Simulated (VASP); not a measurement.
# B3Ir (P6_3/mmc) in VASP: single point with PBE

Aim: the single point of B3Ir with PBE.

All numbers are computed with VASP 6.6.1; they aren't measurements. Logs are shortened: lines on timing, memory, paths and dates and some standing lists are left out, and cuts for length are marked.

## Step 1: The cell of the first run

It takes space group P6_3/mmc (No. 194, hexagonal). Conventional cell: a = 4.294 Å, b = 4.294 Å, c = 4.979 Å, α = 90.00°, β = 90.00°, γ = 120.00°. Within 2.3 Å of B (site symmetry mm2) lie 2 B at 1.70 Å and 2 Ir at 2.16 Å. Within 2.9 Å of Ir (site symmetry -6m2) lie 12 B at 2.16 to 2.68 Å.

## Step 2: Single point, PBE

The input, INCAR:

```
SYSTEM = B3Ir
PREC     = Accurate       ! precision mode
ENCUT    = 1230           ! plane-wave cutoff, eV
EDIFF    = 1E-6           ! SCF threshold, eV
ISMEAR   = 0              ! smearing method
SIGMA    = 0.1            ! smearing width, eV
LREAL    = .FALSE.        ! projectors in reciprocal space
LASPH    = .TRUE.         ! aspherical terms in the spheres
NELM     = 120            ! most SCF steps
ALGO     = Normal         ! electronic algorithm
ISIF     = 2              ! what is computed and relaxed
LWAVE    = .FALSE.        ! write WAVECAR
LCHARG   = .FALSE.        ! write CHGCAR
GGA      = PE             ! functional
NBANDS   = 36             ! bands
GGA_COMPAT= .FALSE.
```

The input, KPOINTS:

```
Automatic mesh
0
G
  6 6 6
  0 0 0
```

The input, POSCAR:

```
B3Ir
1.0
    4.2935228034      0.0000000000      0.0000000000
   -2.1467614017      3.7182998195      0.0000000000
    0.0000000000      0.0000000000      4.9786788809
B Ir
6 2
Direct
    0.7985952840      0.5971905679      0.2500000000
    0.2014047160      0.7985952840      0.7500000000
    0.4028094321      0.2014047160      0.2500000000
    0.2014047160      0.4028094321      0.7500000000
    0.7985952840      0.2014047160      0.2500000000
    0.5971905679      0.7985952840      0.7500000000
    0.3333333333      0.6666666667      0.2500000000
    0.6666666667      0.3333333333      0.7500000000
```

Potentials or basis: VASP PAW PBE potentials, release 64 (B_h, Ir_sv_GW).

Launch:

```
> cat potpaw_PBE.64/B_h/POTCAR potpaw_PBE.64/Ir_sv_GW/POTCAR > POTCAR
> mpirun -np 1 vasp_std > vasp.out
```

OUTCAR:

```text
SYSTEM = B3Ir
   PREC = Accurate
   ENCUT = 1230
   EDIFF = 1E-6
   ISMEAR = 0
   LREAL = .FALSE.
   LASPH = .TRUE.
   NELM = 120
   ISIF = 2
   GGA = PE

 ion  position               nearest neighbor table
   1  0.799  0.597  0.250-   7 2.16   7 2.16
   2  0.201  0.799  0.750-   8 2.16   8 2.16
   3  0.403  0.201  0.250-   7 2.16   7 2.16
   4  0.201  0.403  0.750-   8 2.16   8 2.16
   5  0.799  0.201  0.250-   7 2.16   7 2.16
   6  0.597  0.799  0.750-   8 2.16   8 2.16
   7  0.333  0.667  0.250-   1 2.16   3 2.16   5 2.16   5 2.16   1 2.16   3 2.16
   8  0.667  0.333  0.750-   4 2.16   6 2.16   2 2.16   2 2.16   4 2.16   6 2.16

  LATTYP: Found a hexagonal cell.
 ALAT       =     4.2935228034
 C/A-ratio  =     1.1595790005

  Lattice vectors:

 A1 = (   4.2935228034,   0.0000000000,   0.0000000000)
 A2 = (  -2.1467614017,   3.7182998195,   0.0000000000)
 A3 = (   0.0000000000,   0.0000000000,   4.9786788809)

Analysis of symmetry for initial positions (statically):
=====================================================================
 Subroutine PRICEL returns:
 Original cell was already a primitive cell.

 Routine SETGRP: Setting up the symmetry group for a
 hexagonal supercell.

 Subroutine GETGRP returns: Found 24 space group operations
 (whereof 12 operations were pure point group operations)
 out of a pool of 24 trial point group operations.

The static configuration has the point symmetry D_3d.
 The point group associated with its full space group is D_6h.

Analysis of symmetry for dynamics (positions and initial velocities):
=====================================================================
 Subroutine PRICEL returns:
 Original cell was already a primitive cell.

 Routine SETGRP: Setting up the symmetry group for a
 hexagonal supercell.

 Subroutine GETGRP returns: Found 24 space group operations
 (whereof 12 operations were pure point group operations)
 out of a pool of 24 trial point group operations.

The dynamic configuration has the point symmetry D_3d.
 The point group associated with its full space group is D_6h.

 Subroutine INISYM returns: Found 24 space group operations
 (whereof 12 operations are pure point group operations),
 and found     1 'primitive' translations

----------------------------------------------------------------------------------------

                                     Primitive cell

  volume of cell :      79.4826

  direct lattice vectors                    reciprocal lattice vectors
     4.293522803  0.000000000  0.000000000     0.232908976  0.134470060  0.000000000
    -2.146761402  3.718299819  0.000000000     0.000000000  0.268940120  0.000000000
     0.000000000  0.000000000  4.978678881     0.000000000  0.000000000  0.200856497

  length of vectors
     4.293522803  4.293522803  4.978678881     0.268940120  0.268940120  0.200856497

  position of ions in fractional coordinates (direct lattice)
     0.798595284  0.597190568  0.250000000
     0.201404716  0.798595284  0.750000000
     0.402809432  0.201404716  0.250000000
     0.201404716  0.402809432  0.750000000
     0.798595284  0.201404716  0.250000000
     0.597190568  0.798595284  0.750000000
     0.333333333  0.666666667  0.250000000
     0.666666667  0.333333333  0.750000000

  ion indices of the primitive-cell ions
   primitive index   ion index
                 1           1
                 2           2
                 3           3
                 4           4
                 5           5
                 6           6
                 7           7
                 8           8

----------------------------------------------------------------------------------------

 KPOINTS: Automatic mesh

Automatic generation of k-mesh.
 Grid dimensions read from file:
 generate k-points for:    6    6    6

 Generating k-lattice:

  Cartesian coordinates                     Fractional coordinates (reciprocal lattice)
     0.038818163  0.022411677  0.000000000     0.166666667 -0.000000000  0.000000000
     0.000000000  0.044823353  0.000000000     0.000000000  0.166666667  0.000000000
     0.000000000  0.000000000  0.033476083     0.000000000  0.000000000  0.166666667

  Length of vectors
     0.044823353  0.044823353  0.033476083

  Shift w.r.t. Gamma in fractional coordinates (k-lattice)
     0.000000000  0.000000000  0.000000000

 Subroutine IBZKPT returns following result:
 ===========================================

 Found     28 irreducible k-points:

 Following reciprocal coordinates:
            Coordinates               Weight
  0.000000  0.000000  0.000000      1.000000
  0.166667  0.000000  0.000000      6.000000
  0.333333  0.000000  0.000000      6.000000
  0.500000  0.000000  0.000000      3.000000
  0.166667  0.166667  0.000000      6.000000
  0.333333  0.166667  0.000000     12.000000
[... 16 lines left out ...]
  0.166667  0.000000  0.500000      6.000000
  0.333333  0.000000  0.500000      6.000000
 [... further k-points ...]
   k-points           NKPTS =     28   k-points in BZ     NKDIM =     28   number of bands    NBANDS=     36
   number of dos      NEDOS =    301   number of ions     NIONS =      8
   total plane-waves  NPLWV = 150000
   dimension x,y,z NGX =    50 NGY =   50 NGZ =   60
   dimension x,y,z NGXF=   100 NGYF=  100 NGZF=  120
   ions per type =               6   2
   NGX,Y,Z   is equivalent  to a cutoff of  19.36, 19.36, 20.03 a.u.
   NGXF,Y,Z  is equivalent  to a cutoff of  38.72, 38.72, 40.07 a.u.
 SYSTEM =  B3Ir
   PREC   = accura    normal or accurate (medium, high low for compatibility)
   ISTART =      0    job   : 0-new  1-cont  2-samecut
   ICHARG =      2    charge: 1-file 2-atom 10-const
   ISPIN  =      1    spin polarized calculation?
   LNONCOLLINEAR =      F non collinear calculations
   LSORBIT =      F    spin-orbit coupling
   LASPH  =      T    aspherical Exc in radial PAW
   ENCUT  = 1230.0 eV  90.40 Ry    9.51 a.u.  12.28 12.28 14.24*2*pi/ulx,y,z
   NELM   =    120;   NELMIN=  2; NELMDL= -5     # of ELM steps
   EDIFF  = 0.1E-05   stopping-criterion for ELM
   LREAL  =      F    real-space projection
   EDIFFG = 0.1E-04   stopping-criterion for IOM
   NSW    =      0    number of steps for IOM
   IBRION =     -1    ionic relax: 0-MD 1-quasi-New 2-CG
   NFREE  =      0    steps in history (QN), initial steepest desc. (CG)
   ISIF   =      2    stress and relaxation
   ISYM   =      2    0-nonsym 1-usesym 2-fastsym
   POTIM  = 0.5000    time-step for ionic-motion
   TEBEG  =    0.0;   TEEND  =   0.0 temperature during run
   PSTRESS=    0.0 pullay stress
   NELECT =      52.0000    total number of electrons
   NUPDOWN=      -1.0000    fix difference up-down
   EMIN   =  10.00;   EMAX   =-10.00  energy-range for DOS
   EFERMI =   0.00;   METHOD = LEGACY
   ISMEAR =     0;   SIGMA  =   0.10  broadening in eV -4-tet -1-fermi 0-gaus
   EFERMI_NEDOS =   21; number of points for ismear=-14 and -15
   IALGO  =     38    algorithm
   IMIX   =      4    mixing-type and parameters
     AMIX     =   0.40;   BMIX     =  1.00
     AMIX_MAG =   1.60;   BMIX_MAG =  1.00
  volume/ion in A,a.u.               =       9.94        67.05
  Fermi-wavevector in a.u.,A,eV,Ry     =   1.421189  2.685658 27.480752  2.019778
  Thomas-Fermi vector in A             =   2.542025
   LORBIT       =      0    0 simple, 1 ext, 2 COOP (PROOUT), +10 PAW based schemes
   GGA     = PE    functional components
   LHFCALC =     F    Hartree Fock is set to
   AEXX    =    0.0000 exact exchange contribution
   IVDW    =     0    specifies the selected vdW correction
   LEPSILON=     F    determine dielectric tensor
   LRPA    =     F    only Hartree local field effects (RPA)
 non-spin polarized calculation
 Gauss-broadening in eV      SIGMA  =   0.10
  energy-cutoff  :     1230.00
  volume of cell :       79.48
 maximum number of plane-waves:      7817
 NGX is ok and might be reduce to    50
   NGX = 25   NGY = 25   NGZ = 29

 number of electron      52.0000000 magnetization

 Free energy of the ion-electron system (eV)
  ---------------------------------------------------
  ext. energy  EPLUGINS =         0.00000000
  ---------------------------------------------------
  free energy    TOTEN  =       -54.93819628 eV

  energy without entropy =      -54.92951853  energy(sigma->0) =      -54.93385741

 E-fermi :   8.5547     XC(G=0): -12.3618

 val. band max:        8.4695395147   @ k =   0.1667   0.1667   0.0000
 cond. band min:       8.5898701580   @ k =   0.3333   0.1667   0.0000
 fundamental gap:      0.1203306434
 Fermi energy:         8.5546633100

 k-point     1 :       0.0000    0.0000    0.0000
  band No.  band energies     occupation
      1     -83.7831      2.00000
      2     -83.7819      2.00000
      3     -40.7181      2.00000
      4     -40.7181      2.00000
      5     -40.7042      2.00000
      6     -40.7042      2.00000
[... 28 lines left out ...]
     35      15.0363      0.00000
     36      15.1330      0.00000

 k-point     2 :       0.1667    0.0000    0.0000
  band No.  band energies     occupation
      1     -83.7830      2.00000
      2     -83.7820      2.00000
      3     -40.7186      2.00000
      4     -40.7174      2.00000
      5     -40.7046      2.00000
      6     -40.7036      2.00000
[... 28 lines left out ...]
     35      14.7983      0.00000
     36      15.1767      0.00000

 k-point     3 :       0.3333    0.0000    0.0000
  band No.  band energies     occupation
      1     -83.7829      2.00000
      2     -83.7822      2.00000
      3     -40.7193      2.00000
      4     -40.7158      2.00000
      5     -40.7057      2.00000
      6     -40.7024      2.00000
[... 28 lines left out ...]
     35      14.4850      0.00000
     36      15.1760      0.00000

 k-point     4 :       0.5000    0.0000    0.0000
  band No.  band energies     occupation
      1     -83.7827      2.00000
      2     -83.7823      2.00000
      3     -40.7197      2.00000
      4     -40.7149      2.00000
      5     -40.7064      2.00000
      6     -40.7019      2.00000
[... 28 lines left out ...]
     35      14.5997      0.00000
     36      15.0164      0.00000

 k-point     5 :       0.1667    0.1667    0.0000
  band No.  band energies     occupation
      1     -83.7829      2.00000
      2     -83.7821      2.00000
      3     -40.7194      2.00000
      4     -40.7159      2.00000
      5     -40.7056      2.00000
      6     -40.7026      2.00000
[... 655 lines left out ...]
 k-point    22 :       0.0000    0.0000    0.5000
  band No.  band energies     occupation
      1     -83.7825      2.00000
      2     -83.7825      2.00000
      3     -40.7111      2.00000
      4     -40.7111      2.00000
      5     -40.7111      2.00000
      6     -40.7111      2.00000
[... 28 lines left out ...]
     35      14.0067      0.00000
     36      14.0082      0.00000

 k-point    23 :       0.1667    0.0000    0.5000
  band No.  band energies     occupation
      1     -83.7825      2.00000
      2     -83.7825      2.00000
      3     -40.7112      2.00000
      4     -40.7112      2.00000
      5     -40.7111      2.00000
      6     -40.7111      2.00000
[... 28 lines left out ...]
     35      13.8992      0.00000
     36      13.8992      0.00000

 k-point    24 :       0.3333    0.0000    0.5000
  band No.  band energies     occupation
      1     -83.7825      2.00000
      2     -83.7825      2.00000
      3     -40.7113      2.00000
      4     -40.7113      2.00000
      5     -40.7109      2.00000
      6     -40.7109      2.00000
[... 28 lines left out ...]
     35      13.7586      0.00000
     36      13.7586      0.00000

 [... further k-points ...]

------------------------ aborting loop because EDIFF is reached ----------------------------------------

  FORCE on cell =-STRESS in cart. coord.  units (eV):
  Direction    XX          YY          ZZ          XY          YZ          ZX
  --------------------------------------------------------------------------------------
  -------------------------------------------------------------------------------------
  Total       -0.0576296     -0.0576296     -0.0737928      0.0000000      0.0000000      0.0000000
  in kB       -1.1616731     -1.1616731     -1.4874841      0.0000000      0.0000000      0.0000000
  external PRESSURE =      -1.2702767 kB  Pullay stress =       0.0000000 kB

 VOLUME and BASIS-vectors are now :
 -----------------------------------------------------------------------------
  energy-cutoff  :     1230.00
  volume of cell :       79.48
      direct lattice vectors                 reciprocal lattice vectors
     4.293522803  0.000000000  0.000000000     0.232908976  0.134470060  0.000000000
    -2.146761402  3.718299819  0.000000000     0.000000000  0.268940120  0.000000000
     0.000000000  0.000000000  4.978678881     0.000000000  0.000000000  0.200856497

 POSITION                                       TOTAL-FORCE (eV/Angst)
 -----------------------------------------------------------------------------------
      2.14676      2.22053      1.24467        -0.000000     -0.007251     -0.000000
     -0.84966      2.96942      3.73401         0.006279     -0.003625     -0.000000
      1.29710      0.74888      1.24467         0.006279      0.003625      0.000000
     -0.00000      1.49777      3.73401         0.000000      0.007251      0.000000
      2.99642      0.74888      1.24467        -0.006279      0.003625      0.000000
      0.84966      2.96942      3.73401        -0.006279     -0.003625     -0.000000
     -0.00000      2.47887      1.24467        -0.000000      0.000000      0.000000
      2.14676      1.23943      3.73401         0.000000      0.000000      0.000000
 -----------------------------------------------------------------------------------
    total drift:                               -0.000000      0.000000      0.000000

  FREE ENERGIE OF THE ION-ELECTRON SYSTEM (eV)
  ---------------------------------------------------
  free  energy   TOTEN  =       -54.9381962815 eV

  energy  without entropy=      -54.9295185349  energy(sigma->0) =      -54.93385741
```

It took 3.5 min on 1 thread of Intel Xeon Platinum 8488C (Sapphire Rapids), shared host; peak memory 0.54 GiB.

What came out:

```yaml
Free_energy: -54.9382 eV
Pressure: -0.1 GPa
Largest_force: 0.007 eV/Å
Band_gap_on_the_k_mesh: zero (bands 26 and 27 overlap by 0.54 eV)
```

Forces in eV/Å, atoms in the order of the input:
```
B    0.000 -0.007  0.000
B    0.006 -0.004  0.000
B    0.006  0.004  0.000
B    0.000  0.007  0.000
B   -0.006  0.004  0.000
B   -0.006 -0.004  0.000
Ir   0.000  0.000  0.000
Ir   0.000  0.000  0.000
```

Caveat: spin-orbit coupling is left out, which moves the levels of the heavy elements.

The gap in the log of VASP goes by the Fermi energy; the results here count the filled bands.